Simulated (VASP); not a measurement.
# Ir (P6_3/mmc) in VASP: single point with LDA

Aim: the single point of Ir with LDA.

Program: VASP 6.6.1. These are calculated values, not measurements. Logs are shortened: lines on timing, memory, paths and dates and some standing lists are left out, and cuts for length are marked.

## (1) The cell of the first run

Symmetry: P6_3/mmc, No. 194, hexagonal system. Conventional cell: a = 2.751 Å, b = 2.751 Å, c = 4.462 Å, α = 90.00°, β = 90.00°, γ = 120.00°. Within 3.6 Å of Ir (site symmetry -6m2) lie 12 Ir at 2.74 to 2.75 Å.

## (2) Single point, LDA

Contents of INCAR:

```
SYSTEM = Ir
ALGO     = Normal         ! electronic algorithm
EDIFF    = 1E-6           ! SCF threshold, eV
ENCUT    = 520            ! plane-wave cutoff, eV
GGA      = CA             ! functional
ISIF     = 2              ! what is computed and relaxed
ISMEAR   = -1             ! smearing method
LASPH    = .TRUE.         ! aspherical terms in the spheres
LCHARG   = .TRUE.         ! write CHGCAR
LELF     = .TRUE.         ! ELF
LREAL    = .FALSE.        ! projectors in reciprocal space
LVHAR    = .TRUE.       
LWAVE    = .FALSE.        ! write WAVECAR
NBANDS   = 16             ! bands
NELM     = 100            ! most SCF steps
PREC     = Accurate       ! precision mode
SIGMA    = 0.05           ! smearing width, eV
```

Contents of KPOINTS:

```
k-points
0
G
  11 11 6
  0 0 0
```

Contents of POSCAR:

```
Ir
1.0
    2.7513778900      0.0000000000      0.0000000000
   -1.3756889500      2.3827631500      0.0000000000
    0.0000000000      0.0000000000      4.4622900000
Ir
2
Direct
    0.6666666667      0.3333333333      0.7500000000
    0.3333333333      0.6666666667      0.2500000000
```

Potentials or basis: VASP PAW LDA potentials, release 64 (Ir).

On the command line:

```console
cat potpaw_LDA.64/Ir/POTCAR > POTCAR
mpirun -np 1 vasp_std > vasp.out
```

OUTCAR:

```text
SYSTEM = Ir
   EDIFF = 1E-6
   ENCUT = 520
   GGA = CA
   ISIF = 2
   ISMEAR = -1
   LASPH = .TRUE.
   LREAL = .FALSE.
   NELM = 100
   PREC = Accurate

 ion  position               nearest neighbor table
   1  0.667  0.333  0.750-   2 2.74   2 2.74   2 2.74   2 2.74   2 2.74   2 2.74
   2  0.333  0.667  0.250-   1 2.74   1 2.74   1 2.74   1 2.74   1 2.74   1 2.74

  LATTYP: Found a hexagonal cell.
 ALAT       =     2.7513778900
 C/A-ratio  =     1.6218382855

  Lattice vectors:

 A1 = (   2.7513778900,   0.0000000000,   0.0000000000)
 A2 = (  -1.3756889500,   2.3827631500,   0.0000000000)
 A3 = (   0.0000000000,   0.0000000000,   4.4622900000)

Analysis of symmetry for initial positions (statically):
=====================================================================
 Subroutine PRICEL returns:
 Original cell was already a primitive cell.

 Routine SETGRP: Setting up the symmetry group for a
 hexagonal supercell.

 Subroutine GETGRP returns: Found 24 space group operations
 (whereof 12 operations were pure point group operations)
 out of a pool of 24 trial point group operations.

The static configuration has the point symmetry D_3d.
 The point group associated with its full space group is D_6h.

Analysis of symmetry for dynamics (positions and initial velocities):
=====================================================================
 Subroutine PRICEL returns:
 Original cell was already a primitive cell.

 Routine SETGRP: Setting up the symmetry group for a
 hexagonal supercell.

 Subroutine GETGRP returns: Found 24 space group operations
 (whereof 12 operations were pure point group operations)
 out of a pool of 24 trial point group operations.

The dynamic configuration has the point symmetry D_3d.
 The point group associated with its full space group is D_6h.

 Subroutine INISYM returns: Found 24 space group operations
 (whereof 12 operations are pure point group operations),
 and found     1 'primitive' translations

----------------------------------------------------------------------------------------

                                     Primitive cell

  volume of cell :      29.2542

  direct lattice vectors                    reciprocal lattice vectors
     2.751377890  0.000000000  0.000000000     0.363454255  0.209840412  0.000000000
[... 77 lines left out ...]
   PREC   = accura    normal or accurate (medium, high low for compatibility)
   ISTART =      0    job   : 0-new  1-cont  2-samecut
   ICHARG =      2    charge: 1-file 2-atom 10-const
   ISPIN  =      1    spin polarized calculation?
   LNONCOLLINEAR =      F non collinear calculations
   LSORBIT =      F    spin-orbit coupling
   LASPH  =      T    aspherical Exc in radial PAW
   ENCUT  =  520.0 eV  38.22 Ry    6.18 a.u.   5.12  5.12  8.30*2*pi/ulx,y,z
   NELM   =    100;   NELMIN=  2; NELMDL= -5     # of ELM steps
   EDIFF  = 0.1E-05   stopping-criterion for ELM
   LREAL  =      F    real-space projection
   EDIFFG = 0.1E-04   stopping-criterion for IOM
   NSW    =      0    number of steps for IOM
   IBRION =     -1    ionic relax: 0-MD 1-quasi-New 2-CG
   NFREE  =      0    steps in history (QN), initial steepest desc. (CG)
   ISIF   =      2    stress and relaxation
   ISYM   =      2    0-nonsym 1-usesym 2-fastsym
   POTIM  = 0.5000    time-step for ionic-motion
   TEBEG  =    0.0;   TEEND  =   0.0 temperature during run
   PSTRESS=    0.0 pullay stress
   NELECT =      18.0000    total number of electrons
   NUPDOWN=      -1.0000    fix difference up-down
   EMIN   =  10.00;   EMAX   =-10.00  energy-range for DOS
   EFERMI =   0.00;   METHOD = LEGACY
   ISMEAR =    -1;   SIGMA  =   0.05  broadening in eV -4-tet -1-fermi 0-gaus
   EFERMI_NEDOS =   21; number of points for ismear=-14 and -15
   IALGO  =     38    algorithm
   IMIX   =      4    mixing-type and parameters
     AMIX     =   0.40;   BMIX     =  1.00
     AMIX_MAG =   1.60;   BMIX_MAG =  1.00
  volume/ion in A,a.u.               =      14.63        98.71
  Fermi-wavevector in a.u.,A,eV,Ry     =   1.392417  2.631287 26.379323  1.938826
  Thomas-Fermi vector in A             =   2.516162
   LORBIT       =      0    0 simple, 1 ext, 2 COOP (PROOUT), +10 PAW based schemes
   GGA     = CA    functional components
   LHFCALC =     F    Hartree Fock is set to
   AEXX    =    0.0000 exact exchange contribution
   IVDW    =     0    specifies the selected vdW correction
   LEPSILON=     F    determine dielectric tensor
   LRPA    =     F    only Hartree local field effects (RPA)
 non-spin polarized calculation
  energy-cutoff  :      520.00
  volume of cell :       29.25
 maximum number of plane-waves:       796
   NGX = 11   NGY = 11   NGZ = 17

 number of electron      18.0000000 magnetization

 Free energy of the ion-electron system (eV)
  ---------------------------------------------------
  ext. energy  EPLUGINS =         0.00000000
  ---------------------------------------------------
  free energy    TOTEN  =       -20.41504649 eV

  energy without entropy =      -20.38923058  energy(sigma->0) =      -20.40213854

 E-fermi :   9.8234     XC(G=0): -13.9473

 val. band max:        9.8129157743   @ k =   0.3636   0.1818   0.1667
 cond. band min:       9.8316579930   @ k =   0.2727   0.0909   0.3333
 fundamental gap:      0.0187422187
 Fermi energy:         9.8234127359

 k-point     1 :       0.0000    0.0000    0.0000
  band No.  band energies     occupation
      1      -1.0203      2.00000
      2       1.9906      2.00000
      3       6.0596      2.00000
      4       6.1681      2.00000
      5       6.1681      2.00000
      6       6.7939      2.00000
[... 433 lines left out ...]
      3       4.7174      2.00000
      4       4.9375      2.00000
      5       5.8865      2.00000
      6       6.4874      2.00000
[... 8 lines left out ...]
     15      24.9556      0.00000
     16      26.3781      0.00000

 [... further k-points ...]
[... 5 lines left out ...]
  --------------------------------------------------------------------------------------
  -------------------------------------------------------------------------------------
  Total       -2.8460353     -2.8460353     -2.9498449      0.0000000      0.0000000     -0.0000000
  in kB     -155.8697937   -155.8697940   -161.5551688      0.0000003      0.0000000     -0.0000000
  external PRESSURE =    -157.7649188 kB  Pullay stress =       0.0000000 kB

 VOLUME and BASIS-vectors are now :
 -----------------------------------------------------------------------------
  energy-cutoff  :      520.00
  volume of cell :       29.25
      direct lattice vectors                 reciprocal lattice vectors
     2.751377890  0.000000000  0.000000000     0.363454255  0.209840412  0.000000000
    -1.375688950  2.382763150  0.000000000     0.000000000  0.419680823  0.000000000
     0.000000000  0.000000000  4.462290000     0.000000000  0.000000000  0.224100182

 POSITION                                       TOTAL-FORCE (eV/Angst)
 -----------------------------------------------------------------------------------
      1.37569      0.79425      3.34672        -0.000000      0.000000      0.000000
     -0.00000      1.58851      1.11557         0.000000     -0.000000      0.000000
 -----------------------------------------------------------------------------------
    total drift:                               -0.000000      0.000000     -0.000000

  FREE ENERGIE OF THE ION-ELECTRON SYSTEM (eV)
  ---------------------------------------------------
  free  energy   TOTEN  =       -20.4150464897 eV

  energy  without entropy=      -20.3892305821  energy(sigma->0) =      -20.40213854
```

OSZICAR:

```text
N       E                     dE             d eps       ncg     rms          rms(c)
DAV:   1     0.142515385686E+03    0.14252E+03   -0.83967E+03  2048   0.113E+03
DAV:   2    -0.176449315373E+02   -0.16016E+03   -0.14402E+03  2048   0.309E+02
DAV:   3    -0.216131151997E+02   -0.39682E+01   -0.38869E+01  2896   0.581E+01
DAV:   4    -0.216570677815E+02   -0.43953E-01   -0.43945E-01  2224   0.521E+00
DAV:   5    -0.216583049254E+02   -0.12371E-02   -0.12371E-02  2928   0.894E-01    0.208E+01
DAV:   6    -0.205996944119E+02    0.10586E+01   -0.14071E+00  2544   0.154E+01    0.807E+00
DAV:   7    -0.204287462238E+02    0.17095E+00   -0.35220E-01  2792   0.716E+00    0.211E+00
DAV:   8    -0.204207712131E+02    0.79750E-02   -0.50847E-03  2296   0.646E-01    0.126E+00
DAV:   9    -0.204150554307E+02    0.57158E-02   -0.46723E-03  2616   0.914E-01    0.313E-02
DAV:  10    -0.204150532007E+02    0.22300E-05   -0.32449E-05  3152   0.532E-02    0.355E-02
DAV:  11    -0.204150465061E+02    0.66946E-05   -0.53000E-06  2608   0.248E-02    0.283E-03
DAV:  12    -0.204150464897E+02    0.16355E-07   -0.93132E-08  1680   0.299E-03
   1 F= -.20415046E+02 E0= -.20402139E+02  d E =-.258159E-01
```

stdout:

```text
POSCAR found type information on POSCAR Ir
 POSCAR found :  1 types and       2 ions
 scaLAPACK will be used
 LDA part: xc-table for (Slater(with rela. corr.)+CA(PZ))
 , standard interpolation
 POSCAR, INCAR and KPOINTS ok, starting setup
 FFT: planning ... GRIDC
 FFT: planning ... GRID_SOFT
 FFT: planning ... GRID
 WAVECAR not read
 entering main loop
```

It took 14 s on 1 thread of Intel Xeon Platinum 8488C (Sapphire Rapids), shared host; peak memory 0.14 GiB.

Results:

```yaml
Free_energy: -20.4150 eV
Pressure: -15.8 GPa
Band_gap_on_the_k_mesh: zero (band 9 reaches 10.75 eV, above the bottom of band 10 at 7.68 eV)
```

Stress tensor (GPa, compression positive):
```
-15.59   0.00   0.00
  0.00 -15.59   0.00
  0.00   0.00 -16.16
```

Levels at points of the mesh, in eV from the Fermi level:
| k point | band 6 | band 7 | band 8 | band 9 | band 10 | band 11 | band 12 | band 13 |
| --- | --- | --- | --- | --- | --- | --- | --- | --- |
| (0.00, 0.00, 0.00) | -3.03 | -3.03 | -2.27 | -2.27 | -0.67 | 0.27 | 0.27 | 6.79 |
| (0.00, 0.00, 0.50) | -3.77 | -3.77 | -3.77 | -0.44 | -0.44 | -0.44 | -0.44 | 13.63 |

Caveat: spin-orbit coupling is left out, which moves the levels of the heavy elements.
